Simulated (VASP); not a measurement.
# Zn (P6_3/mmc) in VASP: further runs

Zn is run at these levels: r2SCAN; tasks: single point.

All numbers are computed with VASP 6.6.1; they aren't measurements. Logs are shortened: lines on timing, memory, paths and dates and some standing lists are left out, and cuts for length are marked.

### Step 1. The cell of the first run

Symmetry: P6_3/mmc, No. 194, hexagonal system. Conventional cell: a = 2.670 Å, b = 2.670 Å, c = 4.966 Å, α = 90.00°, β = 90.00°, γ = 120.00°. Within 3.5 Å of Zn (site symmetry -6m2) lie 12 Zn at 2.67 to 2.92 Å.

### Step 2. Single point, r2SCAN

POSCAR reads:

```
Zn
1.0
    2.6700000000      0.0000000000      0.0000000000
   -1.3350000000      2.3122878281      0.0000000000
    0.0000000000      0.0000000000      4.9660000000
Zn
2
Direct
    0.6666666667      0.3333333333      0.7500000000
    0.3333333333      0.6666666667      0.2500000000
```

INCAR.step1 reads:

```
ALGO = Normal
EDIFF = 1E-4
ENCUT = 520
GGA = PE
ISMEAR = -1
LASPH = True
LCHARG = False
LREAL = False
LWAVE = True
NBANDS = 19
NELM = 80
PREC = Accurate
SIGMA = 0.05
```

INCAR.step2 reads:

```
ALGO = Normal
EDIFF = 1E-6
ENCUT = 520
ISIF = 2
ISMEAR = -1
ISTART = 1
LASPH = True
LCHARG = False
LMIXTAU = True
LREAL = False
LWAVE = False
METAGGA = R2SCAN
NBANDS = 19
NELM = 80
PREC = Accurate
SIGMA = 0.05
```

KPOINTS reads:

```
k-points
0
Gamma
  11 11 6
```

Potentials or basis: VASP PAW PBE potentials, release 64 (Zn).

Launch:

```console
> cat potpaw_PBE.64/Zn/POTCAR > POTCAR
> cp INCAR.step1 INCAR
> mpirun -np 1 vasp_std > vasp.out
> cp INCAR.step2 INCAR
> mpirun -np 1 vasp_std > vasp.out
```

OUTCAR:

```text
EDIFF = 1E-6
   ENCUT = 520
   ISIF = 2
   ISMEAR = -1
   ISTART = 1
   LASPH = True
   LREAL = False
   METAGGA = R2SCAN
   NELM = 80
   PREC = Accurate

 ion  position               nearest neighbor table
   1  0.667  0.333  0.750-   2 2.92   2 2.92   2 2.92   2 2.92   2 2.92   2 2.92
   2  0.333  0.667  0.250-   1 2.92   1 2.92   1 2.92   1 2.92   1 2.92   1 2.92

  LATTYP: Found a hexagonal cell.
 ALAT       =     2.6700000000
 C/A-ratio  =     1.8599250936

  Lattice vectors:

 A1 = (   2.6700000000,   0.0000000000,   0.0000000000)
 A2 = (  -1.3350000000,   2.3122878281,   0.0000000000)
 A3 = (   0.0000000000,   0.0000000000,   4.9660000000)

Analysis of symmetry for initial positions (statically):
=====================================================================
 Subroutine PRICEL returns:
 Original cell was already a primitive cell.

 Routine SETGRP: Setting up the symmetry group for a
 hexagonal supercell.

 Subroutine GETGRP returns: Found 24 space group operations
 (whereof 12 operations were pure point group operations)
 out of a pool of 24 trial point group operations.

The static configuration has the point symmetry D_3d.
 The point group associated with its full space group is D_6h.

Analysis of symmetry for dynamics (positions and initial velocities):
=====================================================================
 Subroutine PRICEL returns:
 Original cell was already a primitive cell.

 Routine SETGRP: Setting up the symmetry group for a
 hexagonal supercell.

 Subroutine GETGRP returns: Found 24 space group operations
 (whereof 12 operations were pure point group operations)
 out of a pool of 24 trial point group operations.

The dynamic configuration has the point symmetry D_3d.
 The point group associated with its full space group is D_6h.

 Subroutine INISYM returns: Found 24 space group operations
 (whereof 12 operations are pure point group operations),
 and found     1 'primitive' translations

----------------------------------------------------------------------------------------

                                     Primitive cell

  volume of cell :      30.6591

  direct lattice vectors                    reciprocal lattice vectors
     2.670000000  0.000000000  0.000000000     0.374531835  0.216236056  0.000000000
    -1.335000000  2.312287828  0.000000000     0.000000000  0.432472112  0.000000000
     0.000000000  0.000000000  4.966000000     0.000000000  0.000000000  0.201369311

  length of vectors
     2.670000000  2.670000000  4.966000000     0.432472112  0.432472112  0.201369311

  position of ions in fractional coordinates (direct lattice)
     0.666666667  0.333333333  0.750000000
     0.333333333  0.666666667  0.250000000

  ion indices of the primitive-cell ions
   primitive index   ion index
                 1           1
                 2           2

----------------------------------------------------------------------------------------

 KPOINTS: k-points

Automatic generation of k-mesh.
 Grid dimensions read from file:
 generate k-points for:   11   11    6

 Generating k-lattice:

  Cartesian coordinates                     Fractional coordinates (reciprocal lattice)
     0.034048349  0.019657823  0.000000000     0.090909091  0.000000000  0.000000000
     0.000000000  0.039315647  0.000000000     0.000000000  0.090909091  0.000000000
     0.000000000  0.000000000  0.033561552     0.000000000  0.000000000  0.166666667

  Length of vectors
     0.039315647  0.039315647  0.033561552

  Shift w.r.t. Gamma in fractional coordinates (k-lattice)
     0.000000000  0.000000000  0.000000000

 Subroutine IBZKPT returns following result:
 ===========================================

 Found     64 irreducible k-points:

 Following reciprocal coordinates:
            Coordinates               Weight
  0.000000  0.000000  0.000000      1.000000
  0.090909  0.000000  0.000000      6.000000
  0.181818  0.000000  0.000000      6.000000
  0.272727  0.000000  0.000000      6.000000
  0.363636  0.000000  0.000000      6.000000
  0.454545  0.000000  0.000000      6.000000
[... 16 lines left out ...]
  0.090909  0.090909  0.166667     12.000000
  0.181818  0.090909  0.166667     24.000000
 [... further k-points ...]
   k-points           NKPTS =     64   k-points in BZ     NKDIM =     64   number of bands    NBANDS=     19
   number of dos      NEDOS =    301   number of ions     NIONS =      2
   total plane-waves  NPLWV =  16000
   dimension x,y,z NGX =    20 NGY =   20 NGZ =   40
   dimension x,y,z NGXF=    40 NGYF=   40 NGZF=   80
   ions per type =               2
   NGX,Y,Z   is equivalent  to a cutoff of  12.45, 12.45, 13.39 a.u.
   NGXF,Y,Z  is equivalent  to a cutoff of  24.91, 24.91, 26.78 a.u.
 SYSTEM =  unknown system
   PREC   = accura    normal or accurate (medium, high low for compatibility)
   ISTART =      1    job   : 0-new  1-cont  2-samecut
   ICHARG =      0    charge: 1-file 2-atom 10-const
   ISPIN  =      1    spin polarized calculation?
   LNONCOLLINEAR =      F non collinear calculations
   LSORBIT =      F    spin-orbit coupling
   LASPH  =      T    aspherical Exc in radial PAW
   ENCUT  =  520.0 eV  38.22 Ry    6.18 a.u.   4.96  4.96  9.23*2*pi/ulx,y,z
   NELM   =     80;   NELMIN=  2; NELMDL=  0     # of ELM steps
   EDIFF  = 0.1E-05   stopping-criterion for ELM
   LREAL  =      F    real-space projection
   EDIFFG = 0.1E-04   stopping-criterion for IOM
   NSW    =      0    number of steps for IOM
   IBRION =     -1    ionic relax: 0-MD 1-quasi-New 2-CG
   NFREE  =      0    steps in history (QN), initial steepest desc. (CG)
   ISIF   =      2    stress and relaxation
   ISYM   =      2    0-nonsym 1-usesym 2-fastsym
   POTIM  = 0.5000    time-step for ionic-motion
   TEBEG  =    0.0;   TEEND  =   0.0 temperature during run
   PSTRESS=    0.0 pullay stress
   NELECT =      24.0000    total number of electrons
   NUPDOWN=      -1.0000    fix difference up-down
   EMIN   =  10.00;   EMAX   =-10.00  energy-range for DOS
   EFERMI =   0.00;   METHOD = LEGACY
   ISMEAR =    -1;   SIGMA  =   0.05  broadening in eV -4-tet -1-fermi 0-gaus
   EFERMI_NEDOS =   21; number of points for ismear=-14 and -15
   IALGO  =     38    algorithm
   IMIX   =      4    mixing-type and parameters
     AMIX     =   0.40;   BMIX     =  1.00
     AMIX_MAG =   1.60;   BMIX_MAG =  1.00
  volume/ion in A,a.u.               =      15.33       103.45
  Fermi-wavevector in a.u.,A,eV,Ry     =   1.508778  2.851177 30.972445  2.276410
  Thomas-Fermi vector in A             =   2.619187
   LORBIT       =      0    0 simple, 1 ext, 2 COOP (PROOUT), +10 PAW based schemes
   METAGGA = R2SCAN    functional components
   LHFCALC =     F    Hartree Fock is set to
   AEXX    =    0.0000 exact exchange contribution
   IVDW    =     0    specifies the selected vdW correction
   LEPSILON=     F    determine dielectric tensor
   LRPA    =     F    only Hartree local field effects (RPA)
 non-spin polarized calculation
  energy-cutoff  :      520.00
  volume of cell :       30.66
 maximum number of plane-waves:       846
 NGX is ok and might be reduce to    20
   NGX =  9   NGY =  9   NGZ = 19

 number of electron      24.0000011 magnetization

 Free energy of the ion-electron system (eV)
  ---------------------------------------------------
  ext. energy  EPLUGINS =         0.00000000
  ---------------------------------------------------
  free energy    TOTEN  =       -17.75844016 eV

  energy without entropy =      -17.75424920  energy(sigma->0) =      -17.75634468

 E-fermi :   2.7951     XC(G=0): -12.5784

 val. band max:        2.7851519196   @ k =   0.3636   0.2727   0.3333
 cond. band min:       2.8731622038   @ k =   0.1818   0.0000   0.1667
 fundamental gap:      0.0880102842
 Fermi energy:         2.7951031014

 k-point     1 :       0.0000    0.0000    0.0000
  band No.  band energies     occupation
      1      -7.8717      2.00000
      2      -6.0099      2.00000
      3      -5.2835      2.00000
      4      -5.0397      2.00000
      5      -5.0396      2.00000
      6      -4.9898      2.00000
[... 11 lines left out ...]
     18      22.8929      0.00000
     19      22.8929      0.00000

 k-point     2 :       0.0909    0.0000    0.0000
  band No.  band energies     occupation
      1      -7.6166      2.00000
      2      -5.9042      2.00000
      3      -5.2603      2.00000
      4      -5.0627      2.00000
      5      -5.0145      2.00000
      6      -4.9821      2.00000
[... 11 lines left out ...]
     18      21.5474      0.00000
     19      23.5712      0.00000

 k-point     3 :       0.1818    0.0000    0.0000
  band No.  band energies     occupation
      1      -6.8852      2.00000
      2      -5.6744      2.00000
      3      -5.2277      2.00000
      4      -5.1071      2.00000
      5      -4.9884      2.00000
      6      -4.9579      2.00000
[... 11 lines left out ...]
     18      19.6648      0.00000
     19      20.3128      0.00000

 k-point     4 :       0.2727    0.0000    0.0000
  band No.  band energies     occupation
      1      -5.9744      2.00000
      2      -5.5980      2.00000
      3      -5.2358      2.00000
      4      -5.1277      2.00000
      5      -5.0196      2.00000
      6      -4.8808      2.00000
[... 11 lines left out ...]
     18      18.7324      0.00000
     19      20.0138      0.00000

 k-point     5 :       0.3636    0.0000    0.0000
  band No.  band energies     occupation
      1      -5.7426      2.00000
      2      -5.6588      2.00000
      3      -5.4343      2.00000
      4      -4.9924      2.00000
      5      -4.9912      2.00000
      6      -4.8641      2.00000
[... 11 lines left out ...]
     18      18.0950      0.00000
     19      19.9076      0.00000
[... 334 lines left out ...]
      2      -5.6711      2.00000
      3      -5.4124      2.00000
      4      -5.1620      2.00000
      5      -4.9033      2.00000
      6      -4.8403      2.00000
[... 11 lines left out ...]
     18      18.0473      0.00000
     19      19.0104      0.00000

 k-point    22 :       0.4545    0.0000    0.1667
  band No.  band energies     occupation
      1      -5.7783      2.00000
      2      -5.7434      2.00000
      3      -5.4937      2.00000
      4      -5.1877      2.00000
      5      -4.8696      2.00000
      6      -4.8364      2.00000
[... 11 lines left out ...]
     18      17.8537      0.00000
     19      18.3873      0.00000

 k-point    23 :       0.0909    0.0909    0.1667
  band No.  band energies     occupation
      1      -6.9563      2.00000
      2      -5.7237      2.00000
      3      -5.2352      2.00000
      4      -5.1088      2.00000
      5      -5.0830      2.00000
      6      -4.8725      2.00000
[... 11 lines left out ...]
     18      19.9704      0.00000
     19      22.9440      0.00000

 k-point    24 :       0.1818    0.0909    0.1667
  band No.  band energies     occupation
      1      -6.1107      2.00000
      2      -5.5144      2.00000
      3      -5.2313      2.00000
      4      -5.1737      2.00000
      5      -5.1316      2.00000
      6      -5.0017      2.00000
[... 11 lines left out ...]
     18      18.1628      0.00000
     19      20.3338      0.00000

 [... further k-points ...]
[... 5 lines left out ...]
  --------------------------------------------------------------------------------------
  -------------------------------------------------------------------------------------
  Total       -0.8510812     -0.8510812     -0.8271278      0.0000000      0.0000000      0.0000000
  in kB      -44.4755876    -44.4755876    -43.2238396      0.0000000      0.0000000      0.0000000
  external PRESSURE =     -44.0583383 kB  Pullay stress =       0.0000000 kB

 VOLUME and BASIS-vectors are now :
 -----------------------------------------------------------------------------
  energy-cutoff  :      520.00
  volume of cell :       30.66
      direct lattice vectors                 reciprocal lattice vectors
     2.670000000  0.000000000  0.000000000     0.374531835  0.216236056  0.000000000
    -1.335000000  2.312287828  0.000000000     0.000000000  0.432472112  0.000000000
     0.000000000  0.000000000  4.966000000     0.000000000  0.000000000  0.201369311

 POSITION                                       TOTAL-FORCE (eV/Angst)
 -----------------------------------------------------------------------------------
      1.33500      0.77076      3.72450        -0.000000     -0.000000      0.000000
     -0.00000      1.54153      1.24150         0.000000      0.000000      0.000000
 -----------------------------------------------------------------------------------
    total drift:                               -0.000000      0.000000      0.000000

  FREE ENERGIE OF THE ION-ELECTRON SYSTEM (eV)
  ---------------------------------------------------
  free  energy   TOTEN  =       -17.7584401619 eV

  energy  without entropy=      -17.7542491981  energy(sigma->0) =      -17.75634468
```

It took 84 s on 1 thread of Intel Xeon Platinum 8488C (Sapphire Rapids), shared host; peak memory 0.16 GiB.

Results:

- Free energy: -17.7584 eV
- Pressure: -4.4 GPa
- Band gap on the k mesh: zero (band 12 reaches 4.65 eV, above the bottom of band 13 at -0.24 eV)

Caveat: the PAW data sets were made with another functional, which shifts forces and pressure a little.

(Continued in part 2 of 2.)
